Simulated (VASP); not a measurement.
# Cs (P6/mmm) in VASP: a series of runs

Cs is run at these levels: LDA; tasks: single point.

Program: VASP 6.6.1. These are calculated values, not measurements. Logs are shortened: lines on timing, memory, paths and dates and some standing lists are left out, and cuts for length are marked.

**1. The cell of the first run**

It takes space group P6/mmm (No. 191, hexagonal). Conventional cell: a = 8.224 Å, b = 8.224 Å, c = 4.921 Å, α = 90.00°, β = 90.00°, γ = 120.00°.

This isn't the form of Cs at room conditions, which is bcc.

**2. Single point, LDA (96.09 Å³/atom)**

Input file INCAR:

```
ALGO = Normal
EDIFF = 1E-6
ENCUT = 520
ISIF = 2
ISMEAR = -1
LASPH = True
LCHARG = True
LELF = True
LREAL = False
LVHAR = True
LWAVE = False
NBANDS = 20
NELM = 100
PREC = Accurate
SIGMA = 0.1
```

Input file KPOINTS:

```
k-points
0
Gamma
  5 5 7
```

Input file POSCAR:

```
Cs
1.0
    8.2241888152      0.0000000000      0.0000000000
   -4.1120944076      7.1223564395      0.0000000000
    0.0000000000      0.0000000000      4.9212106285
Cs
3
Direct
    0.0000000000      1.0000000000      0.0000000000
    0.3333333333      0.6666666667      0.5000000000
    0.6666666667      0.3333333333      0.5000000000
```

Potentials or basis: VASP PAW LDA potentials, release 64 (Cs_sv).

Run with:

```sh
$ cat potpaw_LDA.64/Cs_sv/POTCAR > POTCAR
$ mpirun -np 1 vasp_std > vasp.out
```

OUTCAR:

```text
EDIFF = 1E-6
   ENCUT = 520
   ISIF = 2
   ISMEAR = -1
   LASPH = True
   LREAL = False
   NELM = 100
   PREC = Accurate

 ion  position               nearest neighbor table
   1  0.000  0.000  0.000-
   2  0.333  0.667  0.500-
   3  0.667  0.333  0.500-

  LATTYP: Found a hexagonal cell.
 ALAT       =     8.2241888152
 C/A-ratio  =     0.5983824957

  Lattice vectors:

 A1 = (   8.2241888152,   0.0000000000,   0.0000000000)
 A2 = (  -4.1120944076,   7.1223564395,   0.0000000000)
 A3 = (   0.0000000000,   0.0000000000,   4.9212106285)

Analysis of symmetry for initial positions (statically):
=====================================================================
 Subroutine PRICEL returns:
 Original cell was already a primitive cell.

 Routine SETGRP: Setting up the symmetry group for a
 hexagonal supercell.

 Subroutine GETGRP returns: Found 24 space group operations
 (whereof 24 operations were pure point group operations)
 out of a pool of 24 trial point group operations.

The static configuration has the point symmetry D_6h.

Analysis of symmetry for dynamics (positions and initial velocities):
=====================================================================
 Subroutine PRICEL returns:
 Original cell was already a primitive cell.

 Routine SETGRP: Setting up the symmetry group for a
 hexagonal supercell.

 Subroutine GETGRP returns: Found 24 space group operations
 (whereof 24 operations were pure point group operations)
 out of a pool of 24 trial point group operations.

The dynamic configuration has the point symmetry D_6h.

 Subroutine INISYM returns: Found 24 space group operations
 (whereof 24 operations are pure point group operations),
 and found     1 'primitive' translations

----------------------------------------------------------------------------------------

                                     Primitive cell

  volume of cell :     288.2629

  direct lattice vectors                    reciprocal lattice vectors
     8.224188815  0.000000000  0.000000000     0.121592539  0.070201485  0.000000000
    -4.112094408  7.122356439  0.000000000     0.000000000  0.140402970  0.000000000
     0.000000000  0.000000000  4.921210628     0.000000000  0.000000000  0.203202032
[... 74 lines left out ...]
   ICHARG =      2    charge: 1-file 2-atom 10-const
   ISPIN  =      1    spin polarized calculation?
   LNONCOLLINEAR =      F non collinear calculations
   LSORBIT =      F    spin-orbit coupling
   LASPH  =      T    aspherical Exc in radial PAW
   ENCUT  =  520.0 eV  38.22 Ry    6.18 a.u.  15.29 15.29  9.15*2*pi/ulx,y,z
   NELM   =    100;   NELMIN=  2; NELMDL= -5     # of ELM steps
   EDIFF  = 0.1E-05   stopping-criterion for ELM
   LREAL  =      F    real-space projection
   EDIFFG = 0.1E-04   stopping-criterion for IOM
   NSW    =      0    number of steps for IOM
   IBRION =     -1    ionic relax: 0-MD 1-quasi-New 2-CG
   NFREE  =      0    steps in history (QN), initial steepest desc. (CG)
   ISIF   =      2    stress and relaxation
   ISYM   =      2    0-nonsym 1-usesym 2-fastsym
   POTIM  = 0.5000    time-step for ionic-motion
   TEBEG  =    0.0;   TEEND  =   0.0 temperature during run
   PSTRESS=    0.0 pullay stress
   NELECT =      27.0000    total number of electrons
   NUPDOWN=      -1.0000    fix difference up-down
   EMIN   =  10.00;   EMAX   =-10.00  energy-range for DOS
   EFERMI =   0.00;   METHOD = LEGACY
   ISMEAR =    -1;   SIGMA  =   0.10  broadening in eV -4-tet -1-fermi 0-gaus
   EFERMI_NEDOS =   21; number of points for ismear=-14 and -15
   IALGO  =     38    algorithm
   IMIX   =      4    mixing-type and parameters
     AMIX     =   0.40;   BMIX     =  1.00
     AMIX_MAG =   1.60;   BMIX_MAG =  1.00
  volume/ion in A,a.u.               =      96.09       648.43
  Fermi-wavevector in a.u.,A,eV,Ry     =   0.743475  1.404964  7.520694  0.552755
  Thomas-Fermi vector in A             =   1.838600
   LORBIT       =      0    0 simple, 1 ext, 2 COOP (PROOUT), +10 PAW based schemes
   GGA     = CA    functional components
   LHFCALC =     F    Hartree Fock is set to
   AEXX    =    0.0000 exact exchange contribution
   IVDW    =     0    specifies the selected vdW correction
   LEPSILON=     F    determine dielectric tensor
   LRPA    =     F    only Hartree local field effects (RPA)
 non-spin polarized calculation
  energy-cutoff  :      520.00
  volume of cell :      288.26
 maximum number of plane-waves:      7788
 NGX is ok and might be reduce to    64
   NGX = 31   NGY = 31   NGZ = 19

 number of electron      26.9999998 magnetization

 Free energy of the ion-electron system (eV)
  ---------------------------------------------------
  ext. energy  EPLUGINS =         0.00000000
  ---------------------------------------------------
  free energy    TOTEN  =        -3.01911008 eV

  energy without entropy =       -2.89876688  energy(sigma->0) =       -2.95893848

 E-fermi :   0.7589     XC(G=0):  -6.0229

 val. band max:        0.7364114577   @ k =   0.4000   0.0000   0.0000
 cond. band min:       0.7608864232   @ k =   0.2000   0.2000   0.1429
 fundamental gap:      0.0244749656
 Fermi energy:         0.7588722614

 k-point     1 :       0.0000    0.0000    0.0000
  band No.  band energies     occupation
      1     -23.0024      2.00000
      2     -22.9817      2.00000
      3     -22.8900      2.00000
      4      -9.9121      2.00000
      5      -9.9121      2.00000
      6      -9.7866      2.00000
[... 449 lines left out ...]
     19       2.3328      0.00000
     20       2.7491      0.00000

------------------------ aborting loop because EDIFF is reached ----------------------------------------

  FORCE on cell =-STRESS in cart. coord.  units (eV):
  Direction    XX          YY          ZZ          XY          YZ          ZX
  --------------------------------------------------------------------------------------
  -------------------------------------------------------------------------------------
  Total       -0.0079343     -0.0079343      0.0129424     -0.0000000      0.0000000      0.0000000
  in kB       -0.0440994     -0.0440994      0.0719346     -0.0000000      0.0000000      0.0000000
  external PRESSURE =      -0.0054214 kB  Pullay stress =       0.0000000 kB

 VOLUME and BASIS-vectors are now :
 -----------------------------------------------------------------------------
  energy-cutoff  :      520.00
  volume of cell :      288.26
      direct lattice vectors                 reciprocal lattice vectors
     8.224188815  0.000000000  0.000000000     0.121592539  0.070201485  0.000000000
    -4.112094408  7.122356439  0.000000000     0.000000000  0.140402970  0.000000000
     0.000000000  0.000000000  4.921210628     0.000000000  0.000000000  0.203202032

 POSITION                                       TOTAL-FORCE (eV/Angst)
 -----------------------------------------------------------------------------------
      0.00000      0.00000      0.00000        -0.000000      0.000000      0.000000
     -0.00000      4.74824      2.46061        -0.000000      0.000000      0.000000
      4.11209      2.37412      2.46061         0.000000      0.000000      0.000000
 -----------------------------------------------------------------------------------
    total drift:                                0.000000      0.000000      0.000000

  FREE ENERGIE OF THE ION-ELECTRON SYSTEM (eV)
  ---------------------------------------------------
  free  energy   TOTEN  =        -3.0191100793 eV

  energy  without entropy=       -2.8987668816  energy(sigma->0) =       -2.95893848
```

Run time: 73 s. Hardware: 1 thread of Intel Xeon Platinum 8259CL at 2.50GHz (Skylake/Cascade Lake), shared host; peak memory 0.33 GiB.

What came out:

* Free energy: -3.0191 eV
* Pressure: 0.0 GPa
* Band gap on the k mesh: zero (an odd number of electrons rules out a gap without spin polarisation)

Levels at points of the mesh, in eV from the Fermi level:
```csv
k point,band 11,band 12,band 13,band 14,band 15,band 16
"(0.00, 0.00, 0.00)",-10.41,-10.37,-1.86,0.61,0.99,0.99
```

Caveat: spin-orbit coupling is left out, which moves the levels of the heavy elements.

**3. Single point, LDA (99.93 Å³/atom)**

This run uses another cell than the first one, of 99.93 Å³/atom.

Input file INCAR:

```
  ALGO = Normal
  EDIFF = 1E-7
  ENCUT = 520
  GGA = CA
  ISIF = 2
  ISMEAR = -1
  LASPH = True
  LCHARG = False
  LREAL = False
  LWAVE = False
  NBANDS = 20
  NELM = 100
  PREC = Accurate
  SIGMA = 0.1
```

KPOINTS is that of step 2.

Input file POSCAR:

```
Cs
1.0
    8.3324142370      0.0000000000      0.0000000000
   -4.1662071185      7.2160824041      0.0000000000
    0.0000000000      0.0000000000      4.9859708264
Cs
3
Direct
    0.0000000000      1.0000000000      0.0000000000
    0.3333333333      0.6666666667      0.5000000000
    0.6666666667      0.3333333333      0.5000000000
```

Potentials or basis: VASP PAW LDA potentials, release 64 (Cs_sv).

Run with:

```sh
$ cat potpaw_LDA.64/Cs_sv/POTCAR > POTCAR
$ mpirun -np 1 vasp_std > vasp.out
```

Run time: 74 s. Hardware: 1 thread of Intel Xeon Platinum 8259CL at 2.50GHz (Skylake/Cascade Lake), shared host; peak memory 0.34 GiB.

The run converged. Its results:

- Free energy: -3.0163 eV
- Pressure: -0.1 GPa
- Band gap on the k mesh: zero (an odd number of electrons rules out a gap without spin polarisation)

Levels at points of the mesh, in eV from the Fermi level:
| k point | band 9 | band 10 | band 11 | band 12 | band 13 | band 14 | band 15 | band 16 | band 17 | band 18 |
| --- | --- | --- | --- | --- | --- | --- | --- | --- | --- | --- |
| (0.00, 0.00, 0.00) | -10.47 | -10.44 | -10.44 | -10.40 | -1.82 | 0.62 | 0.97 | 0.97 | 0.98 | 0.98 |

Caveat: spin-orbit coupling is left out, which moves the levels of the heavy elements.

**4. Single point, LDA (103.77 Å³/atom)**

This run uses another cell than the first one, of 103.77 Å³/atom.

Input file INCAR:

```
  PREC = Accurate
  ENCUT = 520
  EDIFF = 1E-6
  ISMEAR = -1
  SIGMA = 0.1
  LREAL = False
  LASPH = True
  NELM = 80
  ALGO = Normal
  ISIF = 2
  LWAVE = False
  LCHARG = True
  GGA = CA
  LELF = True
  LVHAR = True
  NBANDS = 20
```

Input file KPOINTS:

```
Automatic mesh
0
Gamma
  5 5 7
```

Input file POSCAR:

```
Cs
1.0
    8.4378990330      0.0000000000      0.0000000000
   -4.2189495165      7.3074349171      0.0000000000
    0.0000000000      0.0000000000      5.0490910819
Cs
3
Direct
    0.0000000000      1.0000000000      0.0000000000
    0.3333333333      0.6666666667      0.5000000000
    0.6666666667      0.3333333333      0.5000000000
```

Run with:

```sh
$ cat potpaw_LDA.64/Cs_sv/POTCAR > POTCAR
$ mpirun -np 1 vasp_std > vasp.out
```

It took 72 s on 1 thread of Intel Xeon Platinum 8259CL at 2.50GHz (Skylake/Cascade Lake), shared host; peak memory 0.34 GiB.

It converged, with:

```
Free energy            : -3.0076 eV
Pressure               : -0.2 GPa
Band gap on the k mesh : zero (an odd number of electrons rules out a gap without spin polarisation)
```

Levels at points of the mesh, in eV from the Fermi level:
| k point | band 10 | band 11 | band 12 | band 13 | band 14 | band 15 | band 16 | band 17 |
| --- | --- | --- | --- | --- | --- | --- | --- | --- |
| (0.00, 0.00, 0.00) | -10.47 | -10.47 | -10.43 | -1.78 | 0.64 | 0.95 | 0.95 | 0.97 |

Caveat: spin-orbit coupling is left out, which moves the levels of the heavy elements.

**5. Single point, LDA (107.62 Å³/atom)**

This run uses another cell than the first one, of 107.62 Å³/atom.

Input file INCAR:

```
SYSTEM = Cs
PREC = Accurate ; ENCUT = 520
EDIFF = 1E-6 ; ISMEAR = -1
SIGMA = 0.1 ; LREAL = .False.
LASPH = .True. ; NELM = 100
ALGO = Normal ; ISIF = 2
LWAVE = .False. ; LCHARG = .False.
NBANDS = 20
```

Input file KPOINTS:

```
Automatic mesh
0
Gamma
  5 5 7
  0 0 0
```

Input file POSCAR:

```
Cs
1.0
    8.5408103831      0.0000000000      0.0000000000
   -4.2704051916      7.3965587607      0.0000000000
    0.0000000000      0.0000000000      5.1106714325
Cs
3
Direct
    0.0000000000      1.0000000000      0.0000000000
    0.3333333333      0.6666666667      0.5000000000
    0.6666666667      0.3333333333      0.5000000000
```

Run with:

```sh
$ cat potpaw_LDA.64/Cs_sv/POTCAR > POTCAR
$ mpirun -np 1 vasp_std > vasp.out
```

Wall time 77 s (1 thread of Intel Xeon Platinum 8259CL at 2.50GHz (Skylake/Cascade Lake), shared host); peak memory 0.35 GiB.

The run converged. Its results:

- Free energy: -2.9938 eV
- Pressure: -0.2 GPa
- Band gap on the k mesh: zero (an odd number of electrons rules out a gap without spin polarisation)

Levels at points of the mesh, in eV from the Fermi level:
| k point | band 10 | band 11 | band 12 | band 13 | band 14 | band 15 | band 16 | band 17 |
| --- | --- | --- | --- | --- | --- | --- | --- | --- |
| (0.00, 0.00, 0.00) | -10.50 | -10.50 | -10.46 | -1.74 | 0.65 | 0.94 | 0.94 | 0.95 |

Caveat: spin-orbit coupling is left out, which moves the levels of the heavy elements.

**6. Single point, LDA**

Input file INCAR:

```
  PREC = Accurate
  ENCUT = 520
  EDIFF = 1E-7
  ISMEAR = -1
  SIGMA = 0.1
  LREAL = False
  LASPH = True
  NELM = 80
  ALGO = Normal
  ISIF = 2
  LWAVE = False
  LCHARG = False
  GGA = CA
  NBANDS = 20
```

Input file KPOINTS:

```
Automatic mesh
0
Gamma
  6 6 9
```

Input file POSCAR:

```
Cs
1.0
    8.2241888152      0.0000000000      0.0000000000
   -4.1120944076      7.1223564395      0.0000000000
    0.0000000000      0.0000000000      4.9212106285
Cs
3
Direct
    0.0000000000      1.0000000000      0.0000000000
    0.3333333333      0.6666666667      0.5000000000
    0.6666666667      0.3333333333      0.5000000000
```

Potentials or basis: VASP PAW LDA potentials, release 64 (Cs_sv).

Run with:

```sh
$ cat potpaw_LDA.64/Cs_sv/POTCAR > POTCAR
$ mpirun -np 1 vasp_std > vasp.out
```

OUTCAR:

```text
PREC = Accurate
   ENCUT = 520
   EDIFF = 1E-7
   ISMEAR = -1
   LREAL = False
   LASPH = True
   NELM = 80
   ISIF = 2
   GGA = CA

 ion  position               nearest neighbor table
   1  0.000  0.000  0.000-
   2  0.333  0.667  0.500-
   3  0.667  0.333  0.500-

  LATTYP: Found a hexagonal cell.
 ALAT       =     8.2241888152
 C/A-ratio  =     0.5983824957

  Lattice vectors:

 A1 = (   8.2241888152,   0.0000000000,   0.0000000000)
 A2 = (  -4.1120944076,   7.1223564395,   0.0000000000)
 A3 = (   0.0000000000,   0.0000000000,   4.9212106285)

Analysis of symmetry for initial positions (statically):
=====================================================================
 Subroutine PRICEL returns:
 Original cell was already a primitive cell.

 Routine SETGRP: Setting up the symmetry group for a
 hexagonal supercell.

 Subroutine GETGRP returns: Found 24 space group operations
 (whereof 24 operations were pure point group operations)
[... 154 lines left out ...]
   NGX = 31   NGY = 31   NGZ = 19

 number of electron      26.9999998 magnetization

 Free energy of the ion-electron system (eV)
  ---------------------------------------------------
  ext. energy  EPLUGINS =         0.00000000
  ---------------------------------------------------
  free energy    TOTEN  =        -3.01761298 eV

  energy without entropy =       -2.89469507  energy(sigma->0) =       -2.95615402

 E-fermi :   0.7638     XC(G=0):  -6.0228

 val. band max:        0.7595212065   @ k =   0.1667   0.1667   0.0000
 cond. band min:       0.7762540081   @ k =   0.3333   0.1667   0.4444
 fundamental gap:      0.0167328015
 Fermi energy:         0.7637864600

 k-point     1 :       0.0000    0.0000    0.0000
  band No.  band energies     occupation
      1     -23.0022      2.00000
      2     -22.9815      2.00000
      3     -22.8893      2.00000
      4      -9.9119      2.00000
      5      -9.9119      2.00000
      6      -9.7862      2.00000
[... 541 lines left out ...]
     19       2.3675      0.00000
     20       2.8004      0.00000

 [... further k-points ...]
[... 5 lines left out ...]
  --------------------------------------------------------------------------------------
  -------------------------------------------------------------------------------------
  Total       -0.0044134     -0.0044134      0.0020547      0.0000000      0.0000000      0.0000000
  in kB       -0.0245299     -0.0245299      0.0114202      0.0000000      0.0000000      0.0000000
  external PRESSURE =      -0.0125465 kB  Pullay stress =       0.0000000 kB

 VOLUME and BASIS-vectors are now :
 -----------------------------------------------------------------------------
  energy-cutoff  :      520.00
  volume of cell :      288.26
      direct lattice vectors                 reciprocal lattice vectors
     8.224188815  0.000000000  0.000000000     0.121592539  0.070201485  0.000000000
    -4.112094408  7.122356439  0.000000000     0.000000000  0.140402970  0.000000000
     0.000000000  0.000000000  4.921210628     0.000000000  0.000000000  0.203202032

 POSITION                                       TOTAL-FORCE (eV/Angst)
 -----------------------------------------------------------------------------------
      0.00000      0.00000      0.00000        -0.000000     -0.000000      0.000000
     -0.00000      4.74824      2.46061         0.000000     -0.000000      0.000000
      4.11209      2.37412      2.46061        -0.000000      0.000000     -0.000000
 -----------------------------------------------------------------------------------
    total drift:                                0.000000      0.000000      0.000000

  FREE ENERGIE OF THE ION-ELECTRON SYSTEM (eV)
  ---------------------------------------------------
  free  energy   TOTEN  =        -3.0176129763 eV

  energy  without entropy=       -2.8946950717  energy(sigma->0) =       -2.95615402
```

Wall time 2.2 min (1 thread of Intel Xeon Platinum 8259CL at 2.50GHz (Skylake/Cascade Lake), shared host); peak memory 0.38 GiB.

Results:

```
Free energy            : -3.0176 eV
Pressure               : 0.0 GPa
Band gap on the k mesh : zero (an odd number of electrons rules out a gap without spin polarisation)
```

Caveat: spin-orbit coupling is left out, which moves the levels of the heavy elements.

**7. Summary**

| cell | k mesh | gap on the mesh (eV) | pressure (GPa) |
| --- | --- | --- | --- |
| a = 8.224, b = 8.224, c = 4.921 Å, angles 90.0, 90.0, 120.0°, 3 atoms | 5 × 5 × 7 | none | 0.0 |
| a = 8.332, b = 8.332, c = 4.986 Å, angles 90.0, 90.0, 120.0°, 3 atoms | 5 × 5 × 7 | none | -0.1 |
| a = 8.438, b = 8.438, c = 5.049 Å, angles 90.0, 90.0, 120.0°, 3 atoms | 5 × 5 × 7 | none | -0.2 |
| a = 8.541, b = 8.541, c = 5.111 Å, angles 90.0, 90.0, 120.0°, 3 atoms | 5 × 5 × 7 | none | -0.2 |
| a = 8.224, b = 8.224, c = 4.921 Å, angles 90.0, 90.0, 120.0°, 3 atoms | 6 × 6 × 9 | none | 0.0 |

Alike in all rows: task single point; level LDA; potentials or basis VASP PAW LDA potentials, release 64 (Cs_sv); no spin polarisation; cutoff (eV) 520; smearing fermi-dirac 0.1 eV.

Caveats: spin-orbit coupling is left out, which moves the levels of the heavy elements.

Total energies depend on the potentials used, so only differences within one code and one set of settings carry meaning.

The gap in the log of VASP goes by the Fermi energy; the results here count the filled bands.